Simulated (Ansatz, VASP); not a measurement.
## Ir: VASP beside Ansatz

```
Ir
1.0
     2.73812    0.00000    0.00000
    -1.36906    2.37128    0.00000
     0.00000    0.00000    8.95192
Ir
4
Direct
  0.00000 0.00000 0.00000
  0.00000 0.00000 0.50000
  0.33333 0.66667 0.25000
  0.66667 0.33333 0.75000
```

Alike in both runs: task single point; functional PBE; k mesh 17 × 17 × 5; occupations fermi-dirac, width 0.05 eV; collinear spin.

|  | VASP | Ansatz |
| --- | --- | --- |
| version | VASP 6.6.1 | Ansatz 0.2.0 |
| potentials or method | VASP PAW PBE potentials, release 64 (Ir), cutoff 520 eV | plane waves (420 eV) with PAW, scalar-relativistic |
| valence electrons in the cell | 36 | 68 |

|  | VASP | Ansatz | Ansatz less VASP |
| --- | --- | --- | --- |
| net moment per atom (μB) | 0.00 | 0.00 | 0.000 |

With one functional, cell and mesh, what is left measures potentials, basis and numerics. VASP's potentials hold 36 valence electrons a cell and Ansatz's 68, so a difference there can come from the potentials and not from the codes. Ansatz's warnings: seeded moment not kept.

Spin-orbit coupling is off throughout.
